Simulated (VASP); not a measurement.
Crystal: LuPd.

```xyz
2
Lattice="3.4460 0.0000 0.0000 0.0000 3.4460 0.0000 0.0000 0.0000 3.4460" Properties=species:S:1:pos:R:3 pbc="T T T"
Lu    0.0000    0.0000    0.0000
Pd    1.7230    1.7230    1.7230
```

- Program: VASP 6.6.1
- Task: relaxation of cell and atoms
- Functional: PBEsol
- Potentials or basis: VASP PAW PBE potentials, release 64 (Lu, Pd)
- Cutoff: 600 eV
- k mesh: 12 × 12 × 12
- Occupations: gaussian, width 0.1 eV
- Spin: no spin polarisation

At the start: pressure -4.8 GPa; volume 20.46 Å³/atom.

Q: Where does the relaxation end?

A: Over 15 steps the energy falls by 14.5 meV/atom and the volume is 19.52 Å³/atom (-4.6 %); space group Pm-3m (No. 221, to 0.1 Å) before and after.

Step by step:
```csv
step,energy change (eV),largest force (eV/Å),pressure (GPa),volume (Å³)
1,0.0000,0.0000,-4.79,40.92
2,-0.0023,0.0000,5.06,37.41
3,-0.0290,0.0000,0.05,39.10
4,-0.0289,0.0000,-0.15,39.13
5,-0.0289,0.0000,-0.12,39.13
6,-0.0289,0.0000,-0.24,39.12
7,-0.0289,0.0000,-0.24,39.12
8,-0.0289,0.0000,-0.19,39.12
9,-0.0289,0.0000,-0.16,39.12
10,-0.0289,0.0000,-0.14,39.12
11,-0.0289,0.0000,-0.13,39.12
12,-0.0289,0.0000,-0.23,39.11
13,-0.0290,0.0000,-0.20,39.10
14,-0.0290,0.0000,-0.18,39.08
15,-0.0290,0.0000,0.00,39.05
```

Final structure:
```yaml
crystal:
  lattice:
    - [3.39263, 0.00000, 0.00000]
    - [0.00000, 3.39263, 0.00000]
    - [0.00000, 0.00000, 3.39263]
  atoms:
    - { symbol: Lu, position: [0.00000, 0.00000, 0.00000] }
    - { symbol: Pd, position: [0.50000, 0.50000, 0.50000] }
```

Caveat: the PAW data sets were made with another functional, which shifts forces and pressure a little.
